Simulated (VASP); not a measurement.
A run of VASP 6.6.1:

INCAR

```
SYSTEM = F
ALGO = Normal
EDIFF = 1E-6
ENCUT = 1350
GGA = PE
GGA_COMPAT = .FALSE.
ISIF = 2
ISMEAR = 0
IVDW = 12
LASPH = .TRUE.
LCHARG = .FALSE.
LREAL = .FALSE.
LWAVE = .FALSE.
NBANDS = 22
NELM = 120
PREC = Accurate
SIGMA = 0.05
```

KPOINTS

```
k-points
0
G
  8 8 4
  0 0 0
```

The input POSCAR:

```
F
1.0
    2.6799894702     -1.8090351477      0.2828271526
    2.6799894702      1.8090351477      0.2828271526
   -0.8370828845      0.0000000000      6.8148476589
F
4
Direct
    0.9138648456      0.5855481450      0.0939279973
    0.4144518550      0.0861351544      0.4060720027
    0.0861351544      0.4144518550      0.9060720027
    0.5855481450      0.9138648456      0.5939279973
```

Potentials or basis: VASP PAW PBE potentials, release 64 (F_h).

Run with:

```bash
$ cat potpaw_PBE.64/F_h/POTCAR > POTCAR
$ mpirun -np 1 vasp_std > vasp.out
```

Hardware: 1 thread of Intel(R) Xeon(R) Platinum 8488C (Sapphire Rapids) (shared host).

Problem. How long does it take, and how much memory?

Solution. It took 3.3 min on 1 thread of Intel(R) Xeon(R) Platinum 8488C (Sapphire Rapids), with other jobs on the host, peak memory 0.56 GiB. Counts: scf iterations 12, k points 78.
